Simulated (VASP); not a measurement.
A run of VASP 6.6.1:

INCAR

```
ALGO = Normal
EDIFF = 1E-6
EDIFFG = -0.01
ENCUT = 600
GGA = PE
IBRION = 2
ISIF = 3
ISMEAR = 0
LASPH = T
LCHARG = F
LREAL = F
LWAVE = F
NELM = 100
NSW = 100
PREC = Accurate
SIGMA = 0.01
```

KPOINTS

```
k-points
0
Gamma
  12 12 14
```

Contents of POSCAR:

```
TiC
1.0
    3.0511254927      0.0000000000      0.0000000000
   -1.5255627463      2.6423521868      0.0000000000
    0.0000000000      0.0000000000      2.6841623633
Ti C
1 1
Direct
    0.0000000000      0.0000000000      0.0000000000
    0.6666666667      0.3333333333      0.5000000000
```

Potentials or basis: VASP PAW PBE potentials, release 64 (Ti_sv, C).

Run with:

```sh
$ cat potpaw_PBE.64/Ti_sv/POTCAR potpaw_PBE.64/C/POTCAR > POTCAR
$ mpirun -np 1 vasp_std > vasp.out
```

Hardware: 1 thread of Intel(R) Xeon(R) Platinum 8259CL CPU @ 2.50GHz (Skylake/Cascade Lake), with other jobs on the host.

Question: Estimate the wall time of this run.

Answer: Run time: 85 s on 1 thread of Intel(R) Xeon(R) Platinum 8259CL CPU @ 2.50GHz (Skylake/Cascade Lake), on a shared host, peak memory 0.19 GiB. Counts: scf iterations 43, k points 152, ion steps 6.
